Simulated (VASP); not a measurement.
# ZrS (I4/mmm) in VASP: notebook

The runs below take ZrS through single point, with PBEsol.

Everything below comes from runs of VASP 6.6.1. Logs are shortened: lines on timing, memory, paths and dates and some standing lists are left out, and cuts for length are marked.

## (1) The cell of the first run

The structure is tetragonal, space group I4/mmm (No. 139). Conventional cell: a = 3.543 Å, b = 3.543 Å, c = 5.215 Å, α = 90.00°, β = 90.00°, γ = 90.00°. Within 3.3 Å of Zr (site symmetry 4/mmm) lie 6 S at 2.51 to 2.61 Å. Within 3.3 Å of S (site symmetry 4/mmm) lie 6 Zr at 2.51 to 2.61 Å.

## (2) Single point, PBEsol (biaxial strain in the a-b plane: -3.0 %, then relaxed in part)

Contents of INCAR:

```
SYSTEM = ZrS
  PREC = Accurate
  ENCUT = 520
  EDIFF = 1E-6
  ISMEAR = 0
  SIGMA = 0.1
  LREAL = .False.
  LASPH = .True.
  NELM = 60
  ALGO = Normal
  ISIF = 2
  LWAVE = .False.
  LCHARG = .True.
  GGA = PS
  LELF = .True.
  LVHAR = .True.
  NBANDS = 26
```

Contents of KPOINTS:

```
regular mesh
0
Gamma
  14 14 10
  0 0 0
```

Contents of POSCAR:

```
ZrS
1.0
    2.5055830902      2.5055830902      0.0000000000
   -2.5055830902      2.5055830902      0.0000000000
    0.0000000000      0.0000000000      5.2145626486
Zr S
2 2
Direct
    0.0000000000      0.0000000000      0.0000000000
    0.5000000000      0.5000000000      0.5000000000
    0.5000000000      0.5000000000      0.0000000000
    0.0000000000      0.0000000000      0.5000000000
```

Potentials or basis: VASP PAW PBE potentials, release 64 (Zr_sv, S).

The run is started by

```
> cat potpaw_PBE.64/Zr_sv/POTCAR potpaw_PBE.64/S/POTCAR > POTCAR
> mpirun -np 1 vasp_std > vasp.out
```

OUTCAR:

```text
SYSTEM = ZrS
   PREC = Accurate
   ENCUT = 520
   EDIFF = 1E-6
   ISMEAR = 0
   LREAL = .False.
   LASPH = .True.
   NELM = 60
   ISIF = 2
   GGA = PS

 ion  position               nearest neighbor table
   1  0.000  0.000  0.000-   3 2.51   3 2.51   3 2.51   3 2.51   4 2.61   4 2.61   2 3.62   2 3.62
                             2 3.62   2 3.62   2 3.62   2 3.62   2 3.62   2 3.62
   2  0.500  0.500  0.500-   4 2.51   4 2.51   4 2.51   4 2.51   3 2.61   3 2.61   1 3.62   1 3.62
                             1 3.62   1 3.62   1 3.62   1 3.62   1 3.62   1 3.62
   3  0.500  0.500  0.000-   1 2.51   1 2.51   1 2.51   1 2.51   2 2.61   2 2.61
   4  0.000  0.000  0.500-   2 2.51   2 2.51   2 2.51   2 2.51   1 2.61   1 2.61

  LATTYP: Found a simple tetragonal cell.
 ALAT       =     3.5434295878
 C/A-ratio  =     1.4716145811

  Lattice vectors:

 A1 = (   2.5055830902,   2.5055830902,   0.0000000000)
 A2 = (  -2.5055830902,   2.5055830902,   0.0000000000)
 A3 = (   0.0000000000,   0.0000000000,   5.2145626486)

Analysis of symmetry for initial positions (statically):
=====================================================================
 Subroutine PRICEL returns following result:

  LATTYP: Found a body centered tetragonal cell.
 ALAT       =     3.5434295878
 C/A-ratio  =     1.4716145811

  Lattice vectors:

 A1 = (   2.5055830902,   0.0000000000,  -2.6072813243)
 A2 = (  -2.5055830902,   0.0000000000,  -2.6072813243)
 A3 = (   0.0000000000,   2.5055830902,   2.6072813243)

   2 primitive cells build up your supercell.

 Routine SETGRP: Setting up the symmetry group for a
 simple tetragonal supercell.

 Subroutine GETGRP returns: Found 16 space group operations
 (whereof 16 operations were pure point group operations)
 out of a pool of 16 trial point group operations.

The static configuration has the point symmetry D_4h.

Analysis of symmetry for dynamics (positions and initial velocities):
=====================================================================
 Subroutine PRICEL returns following result:

  LATTYP: Found a body centered tetragonal cell.
 ALAT       =     3.5434295878
 C/A-ratio  =     1.4716145811

  Lattice vectors:

 A1 = (   2.5055830902,   0.0000000000,  -2.6072813243)
 A2 = (  -2.5055830902,   0.0000000000,  -2.6072813243)
 A3 = (   0.0000000000,   2.5055830902,   2.6072813243)

   2 primitive cells build up your supercell.

 Routine SETGRP: Setting up the symmetry group for a
 simple tetragonal supercell.

 Subroutine GETGRP returns: Found 16 space group operations
 (whereof 16 operations were pure point group operations)
 out of a pool of 16 trial point group operations.

The dynamic configuration has the point symmetry D_4h.

 Subroutine INISYM returns: Found 16 space group operations
 (whereof 16 operations are pure point group operations),
 and found     2 'primitive' translations

----------------------------------------------------------------------------------------

                                     Primitive cell

  volume of cell :      32.7367

  direct lattice vectors                    reciprocal lattice vectors
     2.505583090  0.000000000 -2.607281324     0.199554348  0.199554348 -0.191770637
    -2.505583090  0.000000000 -2.607281324    -0.199554348  0.199554348 -0.191770637
     0.000000000  2.505583090  2.607281324     0.000000000  0.399108696  0.000000000

  length of vectors
     3.616056212  3.616056212  3.616056212     0.341203536  0.341203536  0.399108696

  position of ions in fractional coordinates (direct lattice)
     0.000000000  0.000000000  0.000000000
     0.500000000  0.500000000  0.000000000

  ion indices of the primitive-cell ions
   primitive index   ion index
                 1           1
                 2           4

----------------------------------------------------------------------------------------

 KPOINTS: regular mesh

Automatic generation of k-mesh.
 Grid dimensions read from file:
 generate k-points for:   14   14   10

 Generating k-lattice:

  Cartesian coordinates                     Fractional coordinates (reciprocal lattice)
     0.014253882  0.014253882  0.000000000     0.071428571  0.000000000  0.000000000
    -0.014253882  0.014253882  0.000000000     0.000000000  0.071428571  0.000000000
     0.000000000  0.000000000  0.019177064     0.000000000  0.000000000  0.100000000

  Length of vectors
     0.020158033  0.020158033  0.019177064

  Shift w.r.t. Gamma in fractional coordinates (k-lattice)
     0.000000000  0.000000000  0.000000000

 Subroutine IBZKPT returns following result:
 ===========================================

 Found    216 irreducible k-points:

 Following reciprocal coordinates:
            Coordinates               Weight
  0.000000  0.000000  0.000000      1.000000
  0.071429  0.000000  0.000000      4.000000
  0.142857  0.000000  0.000000      4.000000
  0.214286  0.000000  0.000000      4.000000
  0.285714  0.000000  0.000000      4.000000
  0.357143  0.000000  0.000000      4.000000
[... 16 lines left out ...]
  0.285714  0.214286  0.000000      8.000000
  0.357143  0.214286  0.000000      8.000000
 [... further k-points ...]
   k-points           NKPTS =    216   k-points in BZ     NKDIM =    216   number of bands    NBANDS=     26
   number of dos      NEDOS =    301   number of ions     NIONS =      4
   total plane-waves  NPLWV =  31360
   dimension x,y,z NGX =    28 NGY =   28 NGZ =   40
   dimension x,y,z NGXF=    56 NGYF=   56 NGZF=   80
   ions per type =               2   2
   NGX,Y,Z   is equivalent  to a cutoff of  13.14, 13.14, 12.75 a.u.
   NGXF,Y,Z  is equivalent  to a cutoff of  26.27, 26.27, 25.50 a.u.
 SYSTEM =  ZrS
   PREC   = accura    normal or accurate (medium, high low for compatibility)
   ISTART =      0    job   : 0-new  1-cont  2-samecut
   ICHARG =      2    charge: 1-file 2-atom 10-const
   ISPIN  =      1    spin polarized calculation?
   LNONCOLLINEAR =      F non collinear calculations
   LSORBIT =      F    spin-orbit coupling
   LASPH  =      T    aspherical Exc in radial PAW
   ENCUT  =  520.0 eV  38.22 Ry    6.18 a.u.   6.59  6.59  9.70*2*pi/ulx,y,z
   NELM   =     60;   NELMIN=  2; NELMDL= -5     # of ELM steps
   EDIFF  = 0.1E-05   stopping-criterion for ELM
   LREAL  =      F    real-space projection
   EDIFFG = 0.1E-04   stopping-criterion for IOM
   NSW    =      0    number of steps for IOM
   IBRION =     -1    ionic relax: 0-MD 1-quasi-New 2-CG
   NFREE  =      0    steps in history (QN), initial steepest desc. (CG)
   ISIF   =      2    stress and relaxation
   ISYM   =      2    0-nonsym 1-usesym 2-fastsym
   POTIM  = 0.5000    time-step for ionic-motion
   TEBEG  =    0.0;   TEEND  =   0.0 temperature during run
   PSTRESS=    0.0 pullay stress
   NELECT =      36.0000    total number of electrons
   NUPDOWN=      -1.0000    fix difference up-down
   EMIN   =  10.00;   EMAX   =-10.00  energy-range for DOS
   EFERMI =   0.00;   METHOD = LEGACY
   ISMEAR =     0;   SIGMA  =   0.10  broadening in eV -4-tet -1-fermi 0-gaus
   EFERMI_NEDOS =   21; number of points for ismear=-14 and -15
   IALGO  =     38    algorithm
   IMIX   =      4    mixing-type and parameters
     AMIX     =   0.40;   BMIX     =  1.00
     AMIX_MAG =   1.60;   BMIX_MAG =  1.00
  volume/ion in A,a.u.               =      16.37       110.46
  Fermi-wavevector in a.u.,A,eV,Ry     =   1.341180  2.534463 24.473678  1.798765
  Thomas-Fermi vector in A             =   2.469434
   LORBIT       =      0    0 simple, 1 ext, 2 COOP (PROOUT), +10 PAW based schemes
   GGA     = PS    functional components
   LHFCALC =     F    Hartree Fock is set to
   AEXX    =    0.0000 exact exchange contribution
   IVDW    =     0    specifies the selected vdW correction
   LEPSILON=     F    determine dielectric tensor
   LRPA    =     F    only Hartree local field effects (RPA)
 non-spin polarized calculation
 Gauss-broadening in eV      SIGMA  =   0.10
  energy-cutoff  :      520.00
  volume of cell :       65.47
 maximum number of plane-waves:      1796
 NGX is ok and might be reduce to    28
   NGX = 13   NGY = 13   NGZ = 19

 number of electron      35.9999997 magnetization

 Free energy of the ion-electron system (eV)
  ---------------------------------------------------
  ext. energy  EPLUGINS =         0.00000000
  ---------------------------------------------------
  free energy    TOTEN  =       -32.85283358 eV

  energy without entropy =      -32.84061769  energy(sigma->0) =      -32.84672563

 E-fermi :  11.8682     XC(G=0): -11.9437

 val. band max:       11.8641035781   @ k =   0.2857   0.1429   0.5000
 cond. band min:      11.8716282320   @ k =   0.2857   0.0000   0.2000
 fundamental gap:      0.0075246539
 Fermi energy:        11.8682406295

 k-point     1 :       0.0000    0.0000    0.0000
  band No.  band energies     occupation
      1     -37.7740      2.00000
      2     -37.7220      2.00000
      3     -16.1459      2.00000
      4     -15.9332      2.00000
      5     -15.9332      2.00000
      6     -15.7925      2.00000
[... 18 lines left out ...]
     25      14.6580      0.00000
     26      14.6584      0.00000

 k-point     2 :       0.0714    0.0000    0.0000
  band No.  band energies     occupation
      1     -37.7725      2.00000
      2     -37.7218      2.00000
      3     -16.1398      2.00000
      4     -15.9487      2.00000
      5     -15.9295      2.00000
      6     -15.8122      2.00000
[... 18 lines left out ...]
     25      14.6475      0.00000
     26      14.8989      0.00000

 k-point     3 :       0.1429    0.0000    0.0000
  band No.  band energies     occupation
      1     -37.7681      2.00000
      2     -37.7212      2.00000
      3     -16.1219      2.00000
      4     -15.9913      2.00000
      5     -15.9186      2.00000
      6     -15.8669      2.00000
[... 572 lines left out ...]
 k-point    23 :       0.2857    0.2143    0.0000
  band No.  band energies     occupation
      1     -37.7431      2.00000
      2     -37.7177      2.00000
      3     -16.0894      2.00000
      4     -16.0503      2.00000
      5     -16.0204      2.00000
      6     -15.9762      2.00000
[... 18 lines left out ...]
     25      14.5621      0.00000
     26      14.7580      0.00000

 k-point    24 :       0.3571    0.2143    0.0000
  band No.  band energies     occupation
      1     -37.7358      2.00000
      2     -37.7181      2.00000
      3     -16.1407      2.00000
      4     -16.1121      2.00000
      5     -15.9860      2.00000
      6     -15.9530      2.00000
[... 18 lines left out ...]
     25      14.9773      0.00000
     26      15.3432      0.00000

 [... further k-points ...]

------------------------ aborting loop because EDIFF is reached ----------------------------------------

  FORCE on cell =-STRESS in cart. coord.  units (eV):
  Direction    XX          YY          ZZ          XY          YZ          ZX
  --------------------------------------------------------------------------------------
  -------------------------------------------------------------------------------------
  Total        5.7921614      5.7921614      0.0811005      0.0000000      0.0000000      0.0000000
  in kB      141.7378146    141.7378146      1.9845794      0.0000000      0.0000000      0.0000000
  external PRESSURE =      95.1534029 kB  Pullay stress =       0.0000000 kB

 VOLUME and BASIS-vectors are now :
 -----------------------------------------------------------------------------
  energy-cutoff  :      520.00
  volume of cell :       65.47
      direct lattice vectors                 reciprocal lattice vectors
     2.505583090  2.505583090  0.000000000     0.199554348  0.199554348  0.000000000
    -2.505583090  2.505583090  0.000000000    -0.199554348  0.199554348  0.000000000
     0.000000000  0.000000000  5.214562649     0.000000000  0.000000000  0.191770637

 POSITION                                       TOTAL-FORCE (eV/Angst)
 -----------------------------------------------------------------------------------
      0.00000      0.00000      0.00000        -0.000000      0.000000      0.000000
      0.00000      2.50558      2.60728        -0.000000     -0.000000     -0.000000
      0.00000      2.50558      0.00000         0.000000      0.000000      0.000000
      0.00000      0.00000      2.60728         0.000000     -0.000000      0.000000
 -----------------------------------------------------------------------------------
    total drift:                               -0.000000      0.000000      0.000000

  FREE ENERGIE OF THE ION-ELECTRON SYSTEM (eV)
  ---------------------------------------------------
  free  energy   TOTEN  =       -32.8528335752 eV

  energy  without entropy=      -32.8406176860  energy(sigma->0) =      -32.84672563
```

It took 4.4 min on 1 thread of AMD EPYC 7R13 (Zen 3), shared host; peak memory 0.37 GiB.

What came out:

```
Free energy            : -32.8528 eV
Pressure               : 9.5 GPa
Band gap on the k mesh : zero (bands 18 and 19 overlap by 3.08 eV)
```

Caveat: the cell differs from its parent crystal (biaxial strain in the a-b plane: -3.0 %, then relaxed in part); the cell stands under pressure; the PAW data sets were made with another functional, which shifts forces and pressure a little.

## (3) Single point, PBEsol (biaxial strain in the a-b plane: -3.0 %)

Contents of INCAR:

```
SYSTEM = ZrS
PREC = Accurate
ENCUT = 520
EDIFF = 1E-6
ISMEAR = 0
SIGMA = 0.1
LREAL = .False.
LASPH = .True.
NELM = 80
ALGO = Normal
ISIF = 2
LWAVE = .False.
LCHARG = .False.
GGA = PS
NBANDS = 26
```

Contents of KPOINTS:

```
Automatic mesh
0
Gamma
  14 14 10
  0 0 0
```

POSCAR, as its differences from that of step 2:

```diff
@@ -4,3 +4,3 @@
    -2.5055830902      2.5055830902      0.0000000000
-    0.0000000000      0.0000000000      5.2145626486
+    0.0000000000      0.0000000000      5.2591414140
 Zr S
```

Potentials or basis: VASP PAW PBE potentials, release 64 (Zr_sv, S).

The run is started by

```
> cat potpaw_PBE.64/Zr_sv/POTCAR potpaw_PBE.64/S/POTCAR > POTCAR
> mpirun -np 1 vasp_std > vasp.out
```

Wall time 4.3 min (1 thread of AMD EPYC 7R13 (Zen 3), shared host); peak memory 0.37 GiB.

It converged, with:

| Item | Value |
| --- | --- |
| Free energy | -32.8492 eV |
| Pressure | 8.3 GPa |
| Band gap on the k mesh | zero (bands 18 and 19 overlap by 3.05 eV) |

Stress tensor (GPa, compression positive):
```
13.62  0.00  0.00
 0.00 13.62  0.00
 0.00  0.00 -2.42
```

Levels at points of the mesh, in eV from the Fermi level:
| k point | band 16 | band 17 | band 18 | band 19 | band 20 | band 21 |
| --- | --- | --- | --- | --- | --- | --- |
| (0.00, 0.00, 0.00) | -3.44 | -3.44 | -1.93 | -1.36 | -1.36 | -0.98 |
| (0.50, 0.00, 0.00) | -5.98 | 0.59 | 0.59 | 1.14 | 1.14 | 1.14 |
| (0.50, 0.50, 0.00) | -4.51 | -3.87 | -3.87 | 0.62 | 0.62 | 2.49 |
| (0.00, 0.00, 0.50) | -4.22 | -3.09 | -3.09 | -0.18 | -0.18 | 1.27 |
| (0.50, 0.00, 0.50) | -6.32 | 1.63 | 1.63 | 1.81 | 1.81 | 1.96 |
| (0.50, 0.50, 0.50) | -5.95 | -0.32 | -0.32 | -0.32 | -0.32 | 2.20 |

Caveat: the cell differs from its parent crystal (biaxial strain in the a-b plane: -3.0 %); the cell stands under pressure; the PAW data sets were made with another functional, which shifts forces and pressure a little.
